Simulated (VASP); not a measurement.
# PbF2 (Pnma) in VASP: relaxation of shape and atoms at fixed volume with PBE

Aim: the relaxation of shape and atoms at fixed volume of PbF2 with PBE.

Everything below comes from runs of VASP 6.6.1. Logs are shortened: lines on timing, memory, paths and dates and some standing lists are left out, and cuts for length are marked.

## (1) The cell of the first run

Symmetry: Pnma, No. 62, orthorhombic system. The conventional cell has a = 6.147 Å, b = 3.746 Å, c = 7.422 Å, α = 90.00°, β = 90.00°, γ = 90.00°. Within 3.2 Å of Pb (site symmetry m) lie 9 F at 2.39 to 2.82 Å. F (site symmetry m) has 4 Pb at 2.39 to 2.47 Å and 8 F at 2.73 to 3.01 Å within 3.2 Å. Within 3.2 Å of F (site symmetry m) lie 5 Pb at 2.46 to 2.82 Å and 8 F at 2.84 to 3.14 Å.

## (2) Relaxation of shape and atoms at fixed volume, PBE (volume scaled by 0.840)

The input, INCAR:

```
SYSTEM = PbF2
  PREC = Accurate
  ENCUT = 600
  EDIFF = 1E-7
  ISMEAR = 0
  SIGMA = 0.05
  LREAL = .False.
  LASPH = .True.
  NELM = 120
  ALGO = Normal
  ISIF = 4
  LWAVE = .False.
  LCHARG = .False.
  GGA = PE
  IBRION = 2
  NSW = 60
  EDIFFG = -0.01
  GGA_COMPAT = .False.
  NELMIN = 4
  KPAR = 4
```

The input, KPOINTS:

```
regular mesh
0
Gamma
  4 6 4
  0 0 0
```

The input, POSCAR:

```
PbF2
1.0
    6.1470855093      0.0000000000      0.0000000000
    0.0000000000      3.7460898565      0.0000000000
    0.0000000000      0.0000000000      7.4218710310
Pb F
4 8
Direct
    0.7454101444      0.7500000000      0.1143044298
    0.2545898556      0.2500000000      0.8856955702
    0.7545898556      0.2500000000      0.6143044298
    0.2454101444      0.7500000000      0.3856955702
    0.1416951522      0.7500000000      0.0636004968
    0.8583048478      0.2500000000      0.9363995032
    0.3583048478      0.2500000000      0.5636004968
    0.6416951522      0.7500000000      0.4363995032
    0.5356482118      0.7500000000      0.8324332211
    0.4643517882      0.2500000000      0.1675667789
    0.9643517882      0.2500000000      0.3324332211
    0.0356482118      0.7500000000      0.6675667789
```

Potentials or basis: VASP PAW PBE potentials, release 64 (Pb_d, F).

On the command line:

```
$ cat potpaw_PBE.64/Pb_d/POTCAR potpaw_PBE.64/F/POTCAR > POTCAR
$ mpirun -np 4 vasp_std > vasp.out
```

OUTCAR:

```text
SYSTEM = PbF2
   PREC = Accurate
   ENCUT = 600
   EDIFF = 1E-7
   ISMEAR = 0
   LREAL = .False.
   LASPH = .True.
   NELM = 120
   ISIF = 4
   GGA = PE
   IBRION = 2
   NSW = 60
   EDIFFG = -0.01
   NELMIN = 4

 ion  position               nearest neighbor table
   1  0.745  0.750  0.114-   6 2.39   6 2.39   9 2.46   5 2.46   8 2.47  10 2.58  10 2.58  11 2.82
                            11 2.82   4 3.67   4 3.67   2 3.94   2 3.94   2 4.02   2 4.02
   2  0.255  0.250  0.886-   5 2.39   5 2.39  10 2.46   6 2.46   7 2.47   9 2.58   9 2.58  12 2.82
                            12 2.82   3 3.67   3 3.67   1 3.94   1 3.94   1 4.02   1 4.02
   3  0.755  0.250  0.614-   8 2.39   8 2.39  11 2.46   7 2.46   6 2.47  12 2.58  12 2.58   9 2.82
                             9 2.82   2 3.67   2 3.67   4 3.94   4 3.94   4 4.02   4 4.02
   4  0.245  0.750  0.386-   7 2.39   7 2.39  12 2.46   8 2.46   5 2.47  11 2.58  11 2.58  10 2.82
                            10 2.82   1 3.67   1 3.67   3 3.94   3 3.94   3 4.02   3 4.02
   5  0.142  0.750  0.064-   2 2.39   2 2.39   1 2.46   4 2.47
   6  0.858  0.250  0.936-   1 2.39   1 2.39   2 2.46   3 2.47
   7  0.358  0.250  0.564-   4 2.39   4 2.39   3 2.46   2 2.47
   8  0.642  0.750  0.436-   3 2.39   3 2.39   4 2.46   1 2.47
   9  0.536  0.750  0.832-   1 2.46   2 2.58   2 2.58   3 2.82   3 2.82
  10  0.464  0.250  0.168-   2 2.46   1 2.58   1 2.58   4 2.82   4 2.82
  11  0.964  0.250  0.332-   3 2.46   4 2.58   4 2.58   1 2.82   1 2.82
  12  0.036  0.750  0.668-   4 2.46   3 2.58   3 2.58   2 2.82   2 2.82

  LATTYP: Found a simple orthorhombic cell.
 ALAT       =     3.7460898565
 B/A-ratio  =     1.6409338123
 C/A-ratio  =     1.9812314481

  Lattice vectors:

 A1 = (   0.0000000000,  -3.7460898565,   0.0000000000)
 A2 = (   6.1470855093,   0.0000000000,   0.0000000000)
 A3 = (   0.0000000000,   0.0000000000,   7.4218710310)

Analysis of symmetry for initial positions (statically):
=====================================================================
 Subroutine PRICEL returns:
 Original cell was already a primitive cell.

 Routine SETGRP: Setting up the symmetry group for a
 simple orthorhombic supercell.

 Subroutine GETGRP returns: Found  8 space group operations
 (whereof  2 operations were pure point group operations)
 out of a pool of  8 trial point group operations.

The static configuration has the point symmetry S_2 .
 The point group associated with its full space group is D_2h.

Analysis of symmetry for dynamics (positions and initial velocities):
=====================================================================
 Subroutine PRICEL returns:
 Original cell was already a primitive cell.

 Routine SETGRP: Setting up the symmetry group for a
 simple orthorhombic supercell.

[... 148 lines left out ...]
  Thomas-Fermi vector in A             =   2.542733
   LORBIT       =      0    0 simple, 1 ext, 2 COOP (PROOUT), +10 PAW based schemes
   GGA     = PE    functional components
   LHFCALC =     F    Hartree Fock is set to
   AEXX    =    0.0000 exact exchange contribution
   IVDW    =     0    specifies the selected vdW correction
   LEPSILON=     F    determine dielectric tensor
   LRPA    =     F    only Hartree local field effects (RPA)
 conjugate gradient relaxation of ions
 non-spin polarized calculation
 Gauss-broadening in eV      SIGMA  =   0.05
  energy-cutoff  :      600.00
  volume of cell :      170.91
 maximum number of plane-waves:      5755
 NGX is ok and might be reduce to    50
   NGX = 25   NGY = 15   NGZ = 29

--------------------------------------- Ionic step        1  -------------------------------------------

 number of electron     112.0000013 magnetization

 Free energy of the ion-electron system (eV)
  ---------------------------------------------------
  ext. energy  EPLUGINS =         0.00000000
  ---------------------------------------------------
  free energy    TOTEN  =       -56.09008386 eV

  energy without entropy =      -56.09008386  energy(sigma->0) =      -56.09008386

------------------------ aborting loop because EDIFF is reached ----------------------------------------

  FORCE on cell =-STRESS in cart. coord.  units (eV):
  Direction    XX          YY          ZZ          XY          YZ          ZX
  --------------------------------------------------------------------------------------
  -------------------------------------------------------------------------------------
  Total       13.6557438     14.1764670     14.4106914     -0.0000000      0.0000000      0.0000000
  in kB      128.0162475    132.8977859    135.0935305     -0.0000000      0.0000000      0.0000000
  external PRESSURE =     132.0025213 kB  Pullay stress =       0.0000000 kB
[... 119 lines left out ...]
  FREE ENERGIE OF THE ION-ELECTRON SYSTEM (eV)
  ---------------------------------------------------
  free  energy   TOTEN  =       -56.1063640113 eV

  energy  without entropy=      -56.1063640113  energy(sigma->0) =      -56.10636401

[... ionic steps 4 to 8 ...]

--------------------------------------- Ionic step        9  -------------------------------------------

 number of electron     112.0000027 magnetization

------------------------ aborting loop because EDIFF is reached ----------------------------------------
[... 87 lines left out ...]
--------------------------------------- Ionic step       11  -------------------------------------------

 number of electron     112.0000032 magnetization

 Free energy of the ion-electron system (eV)
  ---------------------------------------------------
  ext. energy  EPLUGINS =         0.00000000
  ---------------------------------------------------
  free energy    TOTEN  =       -56.11862585 eV

  energy without entropy =      -56.11862585  energy(sigma->0) =      -56.11862585

 E-fermi :   4.3747     XC(G=0): -10.6580

 val. band max:        4.1218484008   @ k =   0.0000   0.3333   0.0000
 cond. band min:       8.1336177097   @ k =   0.0000   0.0000   0.0000
 fundamental gap:      4.0117693089
 Fermi energy:         4.3746599701

 k-point     1 :       0.0000    0.0000    0.0000
  band No.  band energies     occupation
      1     -18.0721      2.00000
      2     -17.8818      2.00000
      3     -17.5876      2.00000
      4     -17.5775      2.00000
      5     -17.1058      2.00000
      6     -17.1024      2.00000
[... 1669 lines left out ...]
     66      12.2282      0.00000
     67      12.2282      0.00000

 [... further k-points ...]
[... 5 lines left out ...]
  --------------------------------------------------------------------------------------
  -------------------------------------------------------------------------------------
  Total       12.8905658     12.8790100     12.8530386      0.0000000      0.0000000      0.0000000
  in kB      120.8430602    120.7347295    120.4912600      0.0000000      0.0000000      0.0000000
  external PRESSURE =     120.6896833 kB  Pullay stress =       0.0000000 kB
[... 27 lines left out ...]
  FREE ENERGIE OF THE ION-ELECTRON SYSTEM (eV)
  ---------------------------------------------------
  free  energy   TOTEN  =       -56.1186258481 eV

  energy  without entropy=      -56.1186258481  energy(sigma->0) =      -56.11862585

 reached required accuracy - stopping structural energy minimisation
```

It took 17 min on 4 MPI ranks of Intel Xeon Platinum 8488C (Sapphire Rapids), shared host; peak memory 0.52 GiB.

Results:

| Property | Result |
| --- | --- |
| Free energy | -56.1186 eV |
| Energy gained by relaxing | 2.4 meV/atom |
| Ionic steps | 11 |
| Pressure after relaxing | 12.1 GPa |
| Largest force after relaxing | 0.005 eV/Å |
| Band gap on the k mesh | 4.01 eV, indirect (least direct gap 4.19 eV) |

Forces in eV/Å, atoms in the order of the input:
```
Pb   0.000  0.000 -0.003
Pb   0.000  0.000  0.003
Pb   0.000  0.000 -0.003
Pb   0.000  0.000  0.003
F    0.003  0.000  0.004
F   -0.003  0.000 -0.004
F   -0.003  0.000  0.004
F    0.003  0.000 -0.004
F   -0.002  0.000 -0.003
F    0.002  0.000  0.003
F    0.002  0.000 -0.003
F   -0.002  0.000  0.003
```

The path:
| step | energy change (eV) | largest force (eV/Å) | pressure (GPa) | volume (Å³) |
| --- | --- | --- | --- | --- |
| 1 | 0.0000 | 0.1423 | 13.20 | 170.91 |
| 2 | -0.0072 | 0.1113 | 13.04 | 170.91 |
| 3 | -0.0163 | 0.0865 | 12.62 | 170.91 |
| 4 | -0.0210 | 0.0678 | 12.52 | 170.91 |
| 5 | -0.0241 | 0.0510 | 12.34 | 170.91 |
| 6 | -0.0267 | 0.0237 | 12.21 | 170.91 |
| 7 | -0.0273 | 0.0342 | 12.09 | 170.91 |
| 8 | -0.0273 | 0.0296 | 12.12 | 170.91 |
| 9 | -0.0282 | 0.0244 | 12.09 | 170.91 |
| 10 | -0.0283 | 0.0224 | 12.07 | 170.91 |
| 11 | -0.0285 | 0.0053 | 12.07 | 170.91 |

Final structure:
```
CELL_PARAMETERS angstrom
6.06162 0.00000 0.00000
0.00000 3.76449 0.00000
0.00000 0.00000 7.48973
ATOMIC_POSITIONS crystal
Pb 0.74394 0.75000 0.11765
Pb 0.25606 0.25000 0.88235
Pb 0.75606 0.25000 0.61765
Pb 0.24394 0.75000 0.38235
F 0.14404 0.75000 0.06183
F 0.85596 0.25000 0.93817
F 0.35596 0.25000 0.56183
F 0.64404 0.75000 0.43817
F 0.54218 0.75000 0.82369
F 0.45782 0.25000 0.17631
F 0.95782 0.25000 0.32369
F 0.04218 0.75000 0.67631
```

Caveat: the cell differs from its parent crystal (volume scaled by 0.840); spin-orbit coupling is left out, which moves the levels of the heavy elements.
